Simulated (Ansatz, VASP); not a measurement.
# One calculation of Al12H, two programs

The input INCAR:

```
PREC = Accurate
ENCUT = 520
EDIFF = 1E-6
ISMEAR = 0
SIGMA = 0.1
LREAL = F
LASPH = T
NELM = 150
ALGO = Normal
ISIF = 2
LWAVE = F
LCHARG = T
ISPIN = 2
MAGMOM = 0 0 0 0 0 0 0 0 0 0 0 0 1
LORBIT = 11
LDIPOL = T
IDIPOL = 3
DIPOL = 0.5 0.5 0.302
GGA = PE
LELF = T
LVHAR = T
LVACPOTAV = T
NBANDS = 34
```

Contents of KPOINTS:

```
regular mesh
0
Gamma
  6 6 1
```

Contents of POSCAR:

```
Al12H
1.0
    5.7143028096      0.0000000000      0.0000000000
   -2.8571514048      4.9487313980      0.0000000000
    0.0000000000      0.0000000000     21.6016424764
Al H
12 1
Direct
    0.3333333333      0.1666666667      0.1851711047
    0.3333333333      0.6666666667      0.1851711047
    0.8333333333      0.1666666667      0.1851711047
    0.8333333333      0.6666666667      0.1851711047
    0.1666666667      0.3333333333      0.2916873740
    0.1666666667      0.8333333333      0.2916873740
    0.6666666667      0.3333333333      0.2916873740
    0.6666666667      0.8333333333      0.2916873740
    0.0000000000      0.0000000000      0.3981939098
    0.0000000000      0.5000000000      0.3981939098
    0.5000000000      0.0000000000      0.3981939098
    0.5000000000      0.5000000000      0.3981939098
    0.2222222222     -0.2222222222      0.4301359254
```

Input for Ansatz:

```yaml
crystal:
  lattice:
    - [5.7143028096, 0.0, 0.0]
    - [-2.8571514048, 4.948731398, 0.0]
    - [0.0, 0.0, 21.6016424764]
  atoms:
    - { symbol: Al, position: [0.3333333333, 0.1666666667, 0.1851711047] }
    - { symbol: Al, position: [0.3333333333, 0.6666666667, 0.1851711047] }
    - { symbol: Al, position: [0.8333333333, 0.1666666667, 0.1851711047] }
    - { symbol: Al, position: [0.8333333333, 0.6666666667, 0.1851711047] }
    - { symbol: Al, position: [0.1666666667, 0.3333333333, 0.291687374] }
    - { symbol: Al, position: [0.1666666667, 0.8333333333, 0.291687374] }
    - { symbol: Al, position: [0.6666666667, 0.3333333333, 0.291687374] }
    - { symbol: Al, position: [0.6666666667, 0.8333333333, 0.291687374] }
    - { symbol: Al, position: [0.0, 0.0, 0.3981939098] }
    - { symbol: Al, position: [0.0, 0.5, 0.3981939098] }
    - { symbol: Al, position: [0.5, 0.0, 0.3981939098] }
    - { symbol: Al, position: [0.5, 0.5, 0.3981939098] }
    - { symbol: H, position: [0.2222222222, -0.2222222222, 0.4301359254], spin: 1.0 }
basis:
  ecutwfc: 420
kpoints:
  mp_grid: { grid: [6, 6, 1] }
hamiltonian:
  xc: pbe
scf:
  occupations: { method: gaussian, width: 0.1 }
output:
  forces: true
  eigenvalues: true
  populations: true
magnetization:
  spin_polarized: true
efield:
  axis: 3
  dipole_correction: true
  ramp_width: 0.04
```

Alike in both runs: task single point; functional PBE; k mesh 6 × 6 × 1; occupations gaussian, width 0.1 eV; collinear spin.

|  | VASP | Ansatz |
| --- | --- | --- |
| version | VASP 6.6.1 | Ansatz 0.2.0 |
| potentials or method | VASP PAW PBE potentials, release 64 (Al, H), cutoff 520 eV | scalar-relativistic, plane waves, PAW |
| valence electrons in the cell | 37 | 37 |

```csv
,VASP,Ansatz,Ansatz less VASP
gap on the k mesh at the Fermi level (eV),none,none,-
rms of the force components (eV/Å),0.448,0.449,+0.0012
net moment per atom (μB),0.00,0.00,0.000
"work function, face that differs most (eV)",3.86,3.86,-0.001
```

Atom by atom the forces differ by 0.001 eV/Å (rms over components). A gap of «none» marks a metal or a gap that the smearing closes. With one functional, cell and mesh, what is left measures potentials, basis and numerics. Ansatz's warnings: seeded moment not kept.
